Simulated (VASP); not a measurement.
# Ba7LiTi8O23 (a cell with a defect) in VASP: notebook, part 2 of 2

VASP 6.6.1. Earlier steps stand in the parts before.

**4. Single point, HSE06**

The input, POSCAR:

```
Ba7LiTi8O23
1.0
    7.9404200000      0.0000000000      0.0000000000
    0.0000000000      7.9404200000      0.0000000000
    0.0000000000      0.0000000000      7.9404200000
Ba Li Ti O
7 1 8 23
Direct
    0.0006720000      0.0009720000      0.0011890000
    0.9994330000      0.0011620000      0.5021330000
    0.9965930000      0.5047330000      0.0009320000
    0.0091490000      0.5064850000      0.5011830000
    0.5008650000      0.9989610000      0.0004840000
    0.5024130000      0.9988600000      0.5011960000
    0.5016980000      0.5052590000      0.0023660000
    0.6270710000      0.5044580000      0.4998610000
    0.2619890000      0.2632280000      0.2655190000
    0.2597830000      0.2603700000      0.7324740000
    0.2595580000      0.7589640000      0.2552110000
    0.2594260000      0.7547300000      0.7521880000
    0.7567280000      0.2576910000      0.2529870000
    0.7532310000      0.2582000000      0.7516340000
    0.7528190000      0.7544270000      0.2579130000
    0.7521170000      0.7543950000      0.7532420000
    0.2357680000      0.2382400000      0.4994670000
    0.2430800000      0.7470210000      0.9989260000
    0.2427290000      0.7538200000      0.4961630000
    0.7450680000      0.2506760000      0.0001590000
    0.7421190000      0.2543630000      0.4970780000
    0.7458400000      0.7465370000      0.9949470000
    0.7399910000      0.7412330000      0.4967280000
    0.9925650000      0.2493580000      0.2466570000
    0.9920430000      0.2488010000      0.7529860000
    0.9895890000      0.7469560000      0.2503440000
    0.9899030000      0.7456980000      0.7457760000
    0.4894740000      0.2446060000      0.2390680000
    0.4900180000      0.2432190000      0.7606570000
    0.4937320000      0.7520990000      0.2447970000
    0.4931390000      0.7509210000      0.7511450000
    0.2443180000      0.9971300000      0.2443550000
    0.2437000000      0.9969310000      0.7544780000
    0.2418050000      0.4922180000      0.2385240000
    0.2415390000      0.4926660000      0.7603020000
    0.7456510000      0.9955470000      0.2518370000
    0.7446880000      0.9956350000      0.7454390000
    0.7411650000      0.4976040000      0.2552590000
    0.7396240000      0.4965830000      0.7409390000
```

The input, INCAR.step1:

```
SYSTEM = Ba7LiTi8O23
ALGO = Normal ; EDIFF = 1E-5
ENCUT = 650 ; GGA = PE
GGA_COMPAT = .False. ; ISIF = 2
ISMEAR = -1 ; ISYM = -1
LASPH = .True. ; LREAL = Auto
LWAVE = .True. ; NBANDS = 178
NELECT = 308.0 ; NELM = 120
PREC = Accurate ; SIGMA = 0.05
```

The input, INCAR.step2:

```
SYSTEM = Ba7LiTi8O23
ALGO = Normal ; EDIFF = 1E-6
ENCUT = 650 ; GGA = PE
GGA_COMPAT = .False. ; HFSCREEN = 0.2079
ISIF = 2 ; ISMEAR = -1
ISTART = 1 ; ISYM = -1
LASPH = .True. ; LCHARG = .True.
LELF = .True. ; LHFCALC = .True.
LREAL = Auto ; LVHAR = .True.
LWAVE = .False. ; NBANDS = 178
NELECT = 308.0 ; NELM = 120
PREC = Accurate ; PRECFOCK = Fast
SIGMA = 0.05
```

The input, KPOINTS:

```
explicit points
1
Reciprocal
  0.25000000   0.25000000   0.25000000 1
```

Potentials or basis: VASP PAW PBE potentials, release 64 (Ba_sv, Li_sv, Ti_sv, O).

Launch:

```console
$ cat potpaw_PBE.64/Ba_sv/POTCAR potpaw_PBE.64/Li_sv/POTCAR potpaw_PBE.64/Ti_sv/POTCAR potpaw_PBE.64/O/POTCAR > POTCAR
$ cp INCAR.step1 INCAR
$ mpirun -np 1 vasp_std > vasp.out
$ cp INCAR.step2 INCAR
$ mpirun -np 1 vasp_std > vasp.out
```

OUTCAR:

```text
SYSTEM = Ba7LiTi8O23
   EDIFF = 1E-6
   ENCUT = 650
   GGA = PE
   HFSCREEN = 0.2079
   ISIF = 2
   ISMEAR = -1
   ISTART = 1
   ISYM = -1
   LASPH = .True.
   LHFCALC = .True.
   LREAL = Auto
   NELECT = 308.0
   NELM = 120
   PREC = Accurate
   PRECFOCK = Fast

 ion  position               nearest neighbor table
   1  0.001  0.001  0.001-  32 2.73  33 2.75  24 2.77  25 2.79  18 2.79  26 2.83  20 2.84  36 2.84
                            22 2.86  27 2.87  37 2.87  16 3.41  15 3.44  13 3.45  12 3.46  14 3.46
   2  0.999  0.001  0.502-  17 2.66  19 2.76  33 2.79  37 2.80  25 2.80  27 2.80  32 2.82  24 2.83
                            36 2.83  26 2.84  21 2.87  23 2.92  15 3.38  16 3.42  13 3.43  11 3.44
   3  0.997  0.505  0.001-  34 2.71  35 2.73  18 2.74  26 2.76  22 2.77  27 2.79  24 2.81  25 2.83
                            20 2.84  38 2.86  39 2.90  13 3.39  14 3.39  16 3.40  15 3.44  12 3.49
   4  0.009  0.506  0.501-  19 2.70  27 2.72  26 2.76  35 2.77  17 2.79  34 2.79  23 2.84  25 2.86
                            39 2.87  24 2.88  38 2.89  21 2.92   8 3.03  10 3.34   9 3.36  15 3.43
   5  0.501  0.999  0.000-  29 2.72  28 2.72  30 2.76  20 2.78  36 2.79  31 2.79  22 2.79  37 2.80
                            32 2.81  33 2.83  18 2.86  12 3.37  11 3.38  16 3.41  15 3.46  14 3.49
   6  0.502  0.999  0.501-  37 2.73  36 2.77  21 2.78  23 2.78  31 2.80  30 2.83  29 2.83  19 2.84
                            17 2.85  28 2.85  33 2.87  32 2.89  11 3.34  10 3.38  15 3.38  12 3.38
   7  0.502  0.505  0.002-  22 2.73  30 2.75  38 2.77  34 2.79  31 2.79  20 2.80  28 2.80  39 2.81
                            18 2.81  35 2.82  29 2.83  12 3.40   9 3.42  16 3.43  11 3.43  14 3.44
   8  0.627  0.504  0.500-  23 2.08  39 2.11  38 2.14  21 2.19   4 3.03
   9  0.262  0.263  0.266-  28 1.82  34 1.84  17 1.88  32 2.12  24 2.15   4 3.36   6 3.40   7 3.42
                             2 3.49   5 3.53   3 3.54   1 3.61
  10  0.260  0.260  0.732-  29 1.85  35 1.86  17 1.87  33 2.10  25 2.13   4 3.34   6 3.38   2 3.44
                             7 3.47   5 3.54   3 3.56   1 3.61
  11  0.260  0.759  0.255-  30 1.86  32 1.90  19 1.92  18 2.04  34 2.13  26 2.15   6 3.34   5 3.38
                             7 3.43   4 3.43   2 3.44   1 3.46   3 3.54
  12  0.259  0.755  0.752-  31 1.86  33 1.93  18 1.96  19 2.04  35 2.09  27 2.14   5 3.37   6 3.38
                             7 3.40   4 3.44   1 3.46   2 3.47   3 3.49
  13  0.757  0.258  0.253-  24 1.87  38 1.91  21 1.94  20 2.01  36 2.08  28 2.13   3 3.39   2 3.43
                             4 3.44   1 3.45   7 3.45   6 3.49   5 3.52
  14  0.753  0.258  0.752-  25 1.90  39 1.90  20 1.98  21 2.02  37 2.09  29 2.09   3 3.39   7 3.44
                             2 3.45   1 3.46   4 3.46   5 3.49   6 3.49
  15  0.753  0.754  0.258-  26 1.88  23 1.90  36 1.92  38 2.04  30 2.06  22 2.09   2 3.38   6 3.38
                             4 3.43   3 3.44   1 3.44   5 3.46   7 3.47
  16  0.752  0.754  0.753-  27 1.89  37 1.92  22 1.92  23 2.04  39 2.05  31 2.06   3 3.40   1 3.41
                             5 3.41   2 3.42   6 3.42   7 3.43   4 3.47
  17  0.236  0.238  0.499-  10 1.87   9 1.88   2 2.66   4 2.79   6 2.85
  18  0.243  0.747  0.999-  12 1.96  11 2.04   3 2.74   1 2.79   7 2.81   5 2.86
  19  0.243  0.754  0.496-  11 1.92  12 2.04   4 2.70   2 2.76   6 2.84
  20  0.745  0.251  0.000-  14 1.98  13 2.01   5 2.78   7 2.80   1 2.84   3 2.84
  21  0.742  0.254  0.497-  13 1.94  14 2.02   8 2.19   6 2.78   2 2.87   4 2.92
[... 4 lines left out ...]
  26  0.990  0.747  0.250-  15 1.88  11 2.15   3 2.76   4 2.76   1 2.83   2 2.84
  27  0.990  0.746  0.746-  16 1.89  12 2.14   4 2.72   3 2.79   2 2.80   1 2.87
  28  0.489  0.245  0.239-   9 1.82  13 2.13   5 2.72   7 2.80   6 2.85
  29  0.490  0.243  0.761-  10 1.85  14 2.09   5 2.72   6 2.83   7 2.83
  30  0.494  0.752  0.245-  11 1.86  15 2.06   7 2.75   5 2.76   6 2.83
  31  0.493  0.751  0.751-  12 1.86  16 2.06   7 2.79   5 2.79   6 2.80
  32  0.244  0.997  0.244-  11 1.90   9 2.12   1 2.73   5 2.81   2 2.82   6 2.89
  33  0.244  0.997  0.754-  12 1.93  10 2.10   1 2.75   2 2.79   5 2.83   6 2.87
  34  0.242  0.492  0.239-   9 1.84  11 2.13   3 2.71   4 2.79   7 2.79
  35  0.242  0.493  0.760-  10 1.86  12 2.09   3 2.73   4 2.77   7 2.82
  36  0.746  0.996  0.252-  15 1.92  13 2.08   6 2.77   5 2.79   2 2.83   1 2.84
  37  0.745  0.996  0.745-  16 1.92  14 2.09   6 2.73   2 2.80   5 2.80   1 2.87
[... 137 lines left out ...]
   NFREE  =      0    steps in history (QN), initial steepest desc. (CG)
   ISIF   =      2    stress and relaxation
   ISYM   =     -1    0-nonsym 1-usesym 2-fastsym
   POTIM  = 0.5000    time-step for ionic-motion
   TEBEG  =    0.0;   TEEND  =   0.0 temperature during run
   PSTRESS=    0.0 pullay stress
   NELECT =     308.0000    total number of electrons
   NUPDOWN=      -1.0000    fix difference up-down
   EMIN   =  10.00;   EMAX   =-10.00  energy-range for DOS
   EFERMI =   0.00;   METHOD = LEGACY
   ISMEAR =    -1;   SIGMA  =   0.05  broadening in eV -4-tet -1-fermi 0-gaus
   EFERMI_NEDOS =   21; number of points for ismear=-14 and -15
   IALGO  =     38    algorithm
   IMIX   =      1    mixing-type and parameters
     AMIX     =   0.40;   BMIX     =  1.00
     AMIX_MAG =   1.60;   BMIX_MAG =  1.00
  volume/ion in A,a.u.               =      12.84        86.63
  Fermi-wavevector in a.u.,A,eV,Ry     =   1.392349  2.631159 26.376759  1.938637
  Thomas-Fermi vector in A             =   2.516101
   LORBIT       =      0    0 simple, 1 ext, 2 COOP (PROOUT), +10 PAW based schemes
   GGA     = PE    functional components
   LHFCALC =     T    Hartree Fock is set to
   PRECFOCK=fast      Normal, Fast or Accurate (Low or Medium for compatibility)
   ENCUT4O =  -1.0   cutoff for four orbital integrals eV
   NKREDX  =     1    reduce k-point grid by
   NKREDY  =     1    reduce k-point grid by
   NKREDZ  =     1    reduce k-point grid by
   AEXX    =    0.2500 exact exchange contribution
   HFSCREEN=    0.2079 screening length (either q_TF or 0.3 A-1)
   HFSCREENC=   0.2079 screening length for correlation (either q_TF or 0.3 A-1)
   ENCUTFOCK=  -1.0 apply spherical cutoff to Coloumb kernel
   IVDW    =     0    specifies the selected vdW correction
   LEPSILON=     F    determine dielectric tensor
   LRPA    =     F    only Hartree local field effects (RPA)
 non-spin polarized calculation
  energy-cutoff  :      650.00
  volume of cell :      500.65
 maximum number of plane-waves:     18865
 NGX is ok and might be reduce to    70
  NGX = 36; NGY = 36; NGZ = 36

 number of electron     308.0000010 magnetization

 Free energy of the ion-electron system (eV)
  ---------------------------------------------------
  ext. energy  EPLUGINS =         0.00000000
  ---------------------------------------------------
  free energy    TOTEN  =      -368.16651995 eV

  energy without entropy =     -368.16610020  energy(sigma->0) =     -368.16631008

 E-fermi :   6.2686     XC(G=0):  -9.1009

 val. band max:        5.8474001790   @ k =   0.2500   0.2500   0.2500
 cond. band min:       6.6933860949   @ k =   0.2500   0.2500   0.2500
 fundamental gap:      0.8459859160
 Fermi energy:         6.2686269582

 k-point     1 :       0.2500    0.2500    0.2500
  band No.  band energies     occupation
      1     -58.1639      2.00000
      2     -58.1489      2.00000
      3     -58.0491      2.00000
      4     -57.9938      2.00000
      5     -57.9401      2.00000
      6     -57.9120      2.00000
[... 158 lines left out ...]
    165       7.8552      0.00000
    166       7.8861      0.00000
 [bands above 166 left out]

------------------------ aborting loop because EDIFF is reached ----------------------------------------

  FORCE on cell =-STRESS in cart. coord.  units (eV):
  Direction    XX          YY          ZZ          XY          YZ          ZX
  --------------------------------------------------------------------------------------
  -------------------------------------------------------------------------------------
  Total       17.0064713     13.6697958     16.0345554     -0.9694104     -1.3760588     -1.1050821
  in kB       54.4244902     43.7463865     51.3141430     -3.1023287     -4.4036941     -3.5365084
  external PRESSURE =      49.8283399 kB  Pullay stress =       0.0000000 kB

 VOLUME and BASIS-vectors are now :
 -----------------------------------------------------------------------------
  energy-cutoff  :      650.00
  volume of cell :      500.65
      direct lattice vectors                 reciprocal lattice vectors
     7.940420000  0.000000000  0.000000000     0.125937923  0.000000000  0.000000000
     0.000000000  7.940420000  0.000000000     0.000000000  0.125937923  0.000000000
     0.000000000  0.000000000  7.940420000     0.000000000  0.000000000  0.125937923

 POSITION                                       TOTAL-FORCE (eV/Angst)
 -----------------------------------------------------------------------------------
      0.00534      0.00772      0.00944         0.136153      0.167485     -0.012186
      7.93592      0.00923      3.98715         0.009289      0.032567     -0.024974
      7.91337      4.00779      0.00740         0.175119     -0.190838     -0.020154
      0.07265      4.02170      3.97960         0.038530     -0.118572     -0.012201
      3.97708      7.93217      0.00384        -0.158389      0.192135      0.010745
      3.98937      7.93137      3.97971        -0.122987      0.099310     -0.015015
[... 31 lines left out ...]
      5.88516      3.95118      2.02686         0.019063     -0.048395      0.100595
      5.87293      3.94308      5.88337         0.007637     -0.046700     -0.091533
 -----------------------------------------------------------------------------------
    total drift:                               -0.026815     -0.033128     -0.029400

  FREE ENERGIE OF THE ION-ELECTRON SYSTEM (eV)
  ---------------------------------------------------
  free  energy   TOTEN  =      -368.1665199494 eV

  energy  without entropy=     -368.1661002012  energy(sigma->0) =     -368.16631008
```

It took 36 min on 1 thread of Intel Xeon Platinum 8488C (Sapphire Rapids), shared host; peak memory 0.96 GiB.

Results:

- Free energy: -368.1665 eV
- Largest force: 0.503 eV/Å

Forces in eV/Å, atoms in the order of the input:
```
Ba   0.136  0.167 -0.012
Ba   0.009  0.033 -0.025
Ba   0.175 -0.191 -0.020
Ba   0.039 -0.119 -0.012
Ba  -0.158  0.192  0.011
Ba  -0.123  0.099 -0.015
Ba  -0.210 -0.215 -0.035
Li   0.032 -0.008  0.017
Ti   0.115  0.088 -0.353
Ti   0.133  0.114  0.451
Ti   0.109  0.018  0.051
Ti   0.119  0.010  0.039
Ti   0.058  0.055 -0.002
Ti   0.031  0.059  0.065
Ti   0.019  0.013  0.005
Ti   0.073  0.043  0.106
O   -0.001  0.008 -0.027
O    0.068  0.067 -0.101
O    0.084 -0.034 -0.049
O    0.055  0.028 -0.049
O   -0.024  0.078 -0.036
O    0.028  0.035 -0.109
O   -0.015 -0.067 -0.057
O   -0.492  0.044  0.095
O   -0.473  0.052 -0.088
O   -0.207  0.061  0.033
O   -0.209  0.074  0.015
O    0.190  0.047  0.132
O    0.235  0.070 -0.146
O   -0.090 -0.003  0.105
O   -0.120 -0.020 -0.060
O    0.067 -0.441  0.104
O    0.065 -0.440 -0.082
O    0.060  0.204  0.133
O    0.072  0.261 -0.129
O    0.056 -0.131  0.036
O    0.065 -0.158  0.000
O    0.019 -0.048  0.101
O    0.008 -0.047 -0.092
```

Caveat: the cell carries a net charge on a neutralising background, which shifts energy and pressure; the cell is charged against a uniform background, so pressure and absolute levels hang on convention; the PAW data sets were made with another functional, which shifts forces and pressure a little; spin-orbit coupling is left out, which moves the levels of the heavy elements.
